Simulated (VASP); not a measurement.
# HfSi2B4 (Pmmm) in VASP: further runs, part 2 of 2

VASP 6.6.1.

### 4 Relaxation of cell and atoms, PBE

This run uses another cell than the first one, of 11.69 Å³/atom.

Input file INCAR:

```
  PREC = Accurate
  ENCUT = 600
  EDIFF = 1E-6
  ISMEAR = 0
  SIGMA = 0.2
  LREAL = F
  LASPH = T
  NELM = 80
  ALGO = Normal
  ISIF = 3
  LWAVE = F
  LCHARG = F
  GGA = PE
  IBRION = 2
  NSW = 36
  EDIFFG = -0.08
```

Input file KPOINTS:

```
regular mesh
0
Gamma
  5 4 3
```

Input file POSCAR:

```
HfSi2B4
1.0
    3.0519852900      0.0000000000      0.0000000000
    0.0000000000      4.5362484100      0.0000000000
    0.0000000000      0.0000000000      5.9097180600
Hf Si B
1 2 4
Direct
    0.5000000000      0.0000000000      0.0000000000
    0.5000000000      0.2723940800      0.5000000000
    0.5000000000      0.7276059200      0.5000000000
    0.0000000000      0.3308729000      0.2395788600
    0.0000000000      0.6691271000      0.2395788600
    0.0000000000      0.6691271000      0.7604211400
    0.0000000000      0.3308729000      0.7604211400
```

Potentials or basis: VASP PAW PBE potentials, release 64 (Hf_pv, Si, B).

Started as:

```
> cat potpaw_PBE.64/Hf_pv/POTCAR potpaw_PBE.64/Si/POTCAR potpaw_PBE.64/B/POTCAR > POTCAR
> mpirun -np 1 vasp_std > vasp.out
```

OUTCAR:

```text
PREC = Accurate
   ENCUT = 600
   EDIFF = 1E-6
   ISMEAR = 0
   LREAL = F
   LASPH = T
   NELM = 80
   ISIF = 3
   GGA = PE
   IBRION = 2
   NSW = 36
   EDIFFG = -0.08

 ion  position               nearest neighbor table
   1  0.500  0.000  0.000-   4 2.57   5 2.57   6 2.57   7 2.57   4 2.57   5 2.57   6 2.57   7 2.57
                             2 3.20   3 3.20   2 3.20   3 3.20
   2  0.500  0.272  0.500-   3 2.06   4 2.18   7 2.18   4 2.18   7 2.18   3 2.47   1 3.20   1 3.20

   3  0.500  0.728  0.500-   2 2.06   5 2.18   6 2.18   5 2.18   6 2.18   2 2.47   1 3.20   1 3.20

   4  0.000  0.331  0.240-   5 1.53   2 2.18   2 2.18   1 2.57   1 2.57
   5  0.000  0.669  0.240-   4 1.53   3 2.18   3 2.18   1 2.57   1 2.57
   6  0.000  0.669  0.760-   7 1.53   3 2.18   3 2.18   1 2.57   1 2.57
   7  0.000  0.331  0.760-   6 1.53   2 2.18   2 2.18   1 2.57   1 2.57

  LATTYP: Found a simple orthorhombic cell.
[... 307 lines left out ...]
  energy  without entropy=      -43.6083573092  energy(sigma->0) =      -43.64381731

[... ionic steps 4 to 22 ...]

--------------------------------------- Ionic step       23  -------------------------------------------

 number of electron      29.9999999 magnetization

------------------------ aborting loop because EDIFF is reached ----------------------------------------
[... 77 lines left out ...]
--------------------------------------- Ionic step       25  -------------------------------------------

 number of electron      29.9999999 magnetization

 Free energy of the ion-electron system (eV)
  ---------------------------------------------------
  ext. energy  EPLUGINS =         0.00000000
  ---------------------------------------------------
  free energy    TOTEN  =       -47.10609770 eV

  energy without entropy =      -47.06196708  energy(sigma->0) =      -47.08403239

 E-fermi :   7.2587     XC(G=0): -11.5816

 val. band max:        7.2080639818   @ k =   0.0000   0.0000   0.3333
 cond. band min:       7.2603808777   @ k =   0.0000   0.2500   0.0000
 fundamental gap:      0.0523168959
 Fermi energy:         7.2586853883

 k-point     1 :       0.0000    0.0000    0.0000
  band No.  band energies     occupation
      1     -22.9508      2.00000
      2     -22.8783      2.00000
      3     -22.5975      2.00000
      4      -6.3383      2.00000
      5      -1.8935      2.00000
      6      -1.5845      2.00000
[... 419 lines left out ...]
  FREE ENERGIE OF THE ION-ELECTRON SYSTEM (eV)
  ---------------------------------------------------
  free  energy   TOTEN  =       -47.1060977048 eV

  energy  without entropy=      -47.0619670755  energy(sigma->0) =      -47.08403239

 reached required accuracy - stopping structural energy minimisation
```

OSZICAR:

```text
N       E                     dE             d eps       ncg     rms          rms(c)
DAV:   1     0.954222924539E+02    0.95422E+02   -0.16017E+04   684   0.161E+03
DAV:   2    -0.401784833452E+02   -0.13560E+03   -0.13160E+03   884   0.285E+02
DAV:   3    -0.469195174629E+02   -0.67410E+01   -0.64198E+01   911   0.480E+01
[... 235 lines left out ...]
DAV:   1    -0.471064323702E+02   -0.29148E-02   -0.84157E-02   684   0.178E+00    0.219E-01
DAV:   2    -0.471061399171E+02    0.29245E-03   -0.35885E-03   748   0.405E-01    0.121E-01
DAV:   3    -0.471061014855E+02    0.38432E-04   -0.27992E-04   846   0.940E-02    0.372E-02
DAV:   4    -0.471060984548E+02    0.30306E-05   -0.61206E-05   816   0.408E-02    0.215E-02
DAV:   5    -0.471060977048E+02    0.75001E-06   -0.47294E-06   734   0.135E-02
  25 F= -.47106098E+02 E0= -.47084032E+02  d E =-.258063E-02
```

Run time: 6.1 min. Hardware: 1 thread of AMD EPYC 7R43 (Zen 3), shared host; peak memory 0.19 GiB.

What came out:

```
Free energy                           : -47.1061 eV
Relaxed volume                        : 11.00 Å³/atom
Relaxed cell                          : a = 3.137 Å, b = 5.300 Å, c = 4.631 Å, α = 90.00°, β = 90.00°, γ = 90.00°
Space group after relaxing (to 0.1 Å) : Pmmm (No. 47)
Energy gained by relaxing             : 665.5 meV/atom
Ionic steps                           : 25
Pressure after relaxing               : -0.1 GPa
Largest force after relaxing          : 0.075 eV/Å
Band gap on the k mesh                : zero (bands 15 and 16 overlap by 1.04 eV)
```

Forces on the atoms (eV/Å):
```
Hf   0.000  0.000  0.000
Si   0.000  0.071  0.000
Si   0.000 -0.071  0.000
B    0.000  0.018 -0.073
B    0.000 -0.018 -0.073
B    0.000 -0.018  0.073
B    0.000  0.018  0.073
```

Step by step:
```csv
step,energy change (eV),largest force (eV/Å),pressure (GPa),volume (Å³)
1,0.0000,4.8102,8.95,81.82
2,-0.4838,2.1496,-10.30,89.00
3,-1.2318,1.1955,-5.94,85.10
4,-1.2479,1.0466,-5.37,84.85
5,-1.2538,0.8381,-4.60,84.55
6,-1.8474,0.6463,-0.26,81.37
7,-3.3135,1.8608,25.07,70.72
8,-3.1616,1.1534,9.66,75.44
9,-3.4499,1.5952,17.56,72.69
10,-3.6162,1.5766,17.09,72.79
11,-3.6517,1.5556,17.38,72.86
12,-3.6825,1.5666,17.11,72.85
13,-3.8551,1.4551,12.86,74.05
14,-4.1657,1.2091,1.75,77.71
15,-4.0096,0.9985,-14.20,85.39
16,-4.2211,1.1026,-4.63,80.30
17,-4.2891,1.0354,-4.57,80.10
18,-4.4655,0.7797,-4.18,79.51
19,-4.6075,0.4775,-1.89,78.34
20,-4.6106,0.3981,-2.44,78.53
21,-4.6425,0.3249,-0.48,77.44
22,-4.6485,0.2816,0.90,76.74
23,-4.6554,0.1542,0.18,76.91
24,-4.6561,0.1304,-0.11,76.99
25,-4.6586,0.0750,-0.08,76.99
```

Final structure:
```yaml
crystal:
  lattice:
    - [3.13656, 0.00000, 0.00000]
    - [0.00000, 5.29976, 0.00000]
    - [0.00000, 0.00000, 4.63128]
  atoms:
    - { symbol: Hf, position: [0.50000, 0.00000, 0.00000] }
    - { symbol: Si, position: [0.50000, 0.24666, 0.50000] }
    - { symbol: Si, position: [0.50000, 0.75334, 0.50000] }
    - { symbol: B, position: [0.00000, 0.33447, 0.19193] }
    - { symbol: B, position: [0.00000, 0.66553, 0.19193] }
    - { symbol: B, position: [0.00000, 0.66553, 0.80807] }
    - { symbol: B, position: [0.00000, 0.33447, 0.80807] }
```

Caveat: the k points lie up to 0.45 Å⁻¹ apart in the final cell, too coarse for converged energies and pressures of a metal; a cell axis changed by over 15 % at a fixed basis, so the end point is rough; spin-orbit coupling is left out, which moves the levels of the heavy elements; the relaxation stopped at a loose force limit of 0.08 eV/Å, so its end isn't a converged minimum.

### 5 Single point, PBE

Input file INCAR:

```
SYSTEM = HfSi2B4
  PREC = Accurate
  ENCUT = 520
  EDIFF = 1E-7
  ISMEAR = 0
  SIGMA = 0.1
  LREAL = .False.
  LASPH = .True.
  NELM = 80
  ALGO = Normal
  ISIF = 2
  LWAVE = .False.
  LCHARG = .False.
  GGA = PE
  NBANDS = 24
```

Input file KPOINTS:

```
regular mesh
0
Gamma
  10 8 6
  0 0 0
```

Input file POSCAR:

```
HfSi2B4
1.0
    3.1797336528      0.0000000000      0.0000000000
    0.0000000000      4.6024203503      0.0000000000
    0.0000000000      0.0000000000      5.2671440387
Hf Si B
1 2 4
Direct
    0.5000000000      0.0000000000      0.0000000000
    0.5000000000      0.5000000000      0.7509807271
    0.5000000000      0.5000000000      0.2490192729
    0.0000000000      0.8084591127      0.6674127932
    0.0000000000      0.8084591127      0.3325872068
    0.0000000000      0.1915408873      0.3325872068
    0.0000000000      0.1915408873      0.6674127932
```

Started as:

```
> cat potpaw_PBE.64/Hf_pv/POTCAR potpaw_PBE.64/Si/POTCAR potpaw_PBE.64/B/POTCAR > POTCAR
> mpirun -np 1 vasp_std > vasp.out
```

Run time: 2.5 min. Hardware: 1 thread of AMD EPYC 7R43 (Zen 3), shared host; peak memory 0.29 GiB.

It converged, with:

- Free energy: -47.0403 eV
- Pressure: 0.0 GPa
- Largest force: 0.007 eV/Å
- Band gap on the k mesh: zero (bands 15 and 16 overlap by 2.00 eV)

Forces on the atoms (eV/Å):
```
Hf   0.000  0.000  0.000
Si   0.000  0.000 -0.004
Si   0.000  0.000  0.004
B    0.000 -0.006 -0.002
B    0.000 -0.006  0.002
B    0.000  0.006  0.002
B    0.000  0.006 -0.002
```

Stress tensor (GPa, compression positive):
```
-0.08  0.00  0.00
 0.00  0.08  0.00
 0.00  0.00  0.08
```

Levels at points of the mesh, in eV from the Fermi level:
```
           k point  band 12  band 13  band 14  band 15  band 16  band 17  band 18  band 19
(0.00, 0.00, 0.00)    -2.26    -1.23    -0.85     0.27     0.89     2.75     4.87     5.15
(0.50, 0.00, 0.00)    -3.78    -3.16    -3.16    -1.84    -1.30    -1.09     3.96     4.13
(0.00, 0.50, 0.00)    -0.70    -0.15     0.07     0.49     1.10     1.59     1.64     1.92
(0.50, 0.50, 0.00)    -3.31    -2.95    -2.70    -0.92    -0.45     2.04     2.54     4.15
(0.00, 0.00, 0.50)    -2.12    -1.41    -0.54     0.12     1.77     2.11     2.33     4.13
(0.50, 0.00, 0.50)    -3.85    -3.20    -2.30    -1.76    -0.03     1.59     2.20     3.68
(0.00, 0.50, 0.50)    -1.79    -1.33    -0.85    -0.51    -0.19     0.92     2.10     2.56
(0.50, 0.50, 0.50)    -3.61    -0.65    -0.37    -0.14     0.48     0.73     1.11     1.30
```

Caveat: spin-orbit coupling is left out, which moves the levels of the heavy elements.

### 6 Overview

| task | cell | k mesh | cutoff (eV) | smearing | gap on the mesh (eV) | pressure (GPa) | largest force (eV/Å) |
| --- | --- | --- | --- | --- | --- | --- | --- |
| single point | a = 3.178, b = 5.252, c = 4.618 Å, 7 atoms, atomic positions A | 5 × 4 × 3 | 520 | gaussian 0.2 eV | none | 0.1 | 0.01 |
| single point | a = 3.180, b = 4.602, c = 5.267 Å, 7 atoms, atomic positions B | 6 × 6 × 4 | 520 | gaussian 0.2 eV | none | -0.1 | 0.03 |
| relaxation of cell and atoms | relaxed from a = 3.052, b = 4.536, c = 5.910 Å, 7 atoms, atomic positions C | 5 × 4 × 3 | 600 | gaussian 0.2 eV | none | -0.1 | 0.07 |
| single point | a = 3.180, b = 4.602, c = 5.267 Å, 7 atoms, atomic positions B | 10 × 8 × 6 | 520 | gaussian 0.1 eV | none | 0.0 | 0.01 |

Alike in all rows: level PBE; potentials or basis VASP PAW PBE potentials, release 64 (Hf_pv, Si, B); no spin polarisation.

Caveats: some runs use coarse meshes; spin-orbit coupling is left out, which moves the levels of the heavy elements; a cell axis changed by over 15 % at a fixed basis, so the end point is rough (at least some runs); the relaxation stopped at a loose force limit of 0.08 eV/Å, so its end isn't a converged minimum (at least some runs).

Total energies depend on the potentials used, so only differences within one code and one set of settings carry meaning.
